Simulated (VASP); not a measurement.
A run of VASP 6.6.1 is set up as follows.

INCAR

```
SYSTEM = CdF2
  PREC = Accurate
  ENCUT = 600
  EDIFF = 1E-6
  ISMEAR = 0
  SIGMA = 0.05
  LREAL = .FALSE.
  LASPH = .TRUE.
  NELM = 120
  ALGO = Normal
  ISIF = 2
  LWAVE = .FALSE.
  LCHARG = .FALSE.
  GGA = PS
  IVDW = 12
  NBANDS = 24
  GGA_COMPAT = .FALSE.
```

KPOINTS

```
regular mesh
0
G
  8 8 8
  0 0 0
```

POSCAR

```
CdF2
1.0
    0.0000000000      2.6416143646      2.6416143646
    2.6416143646      0.0000000000      2.6416143646
    2.6416143646      2.6416143646      0.0000000000
Cd F
1 2
Direct
    0.0000000000      0.0000000000      0.0000000000
    0.2500000000      0.2500000000      0.2500000000
    0.7500000000      0.7500000000      0.7500000000
```

Potentials or basis: VASP PAW PBE potentials, release 64 (Cd_sv_GW, F).

Run with:

```sh
$ cat potpaw_PBE.64/Cd_sv_GW/POTCAR potpaw_PBE.64/F/POTCAR > POTCAR
$ mpirun -np 1 vasp_std > vasp.out
```

Q: Predict the dispersion energy per atom.

A: -0.145 eV.

Q: What does it give for the pressure?

A: 4.4 GPa.

Caveat: the PAW data sets were made with another functional, which shifts forces and pressure a little.
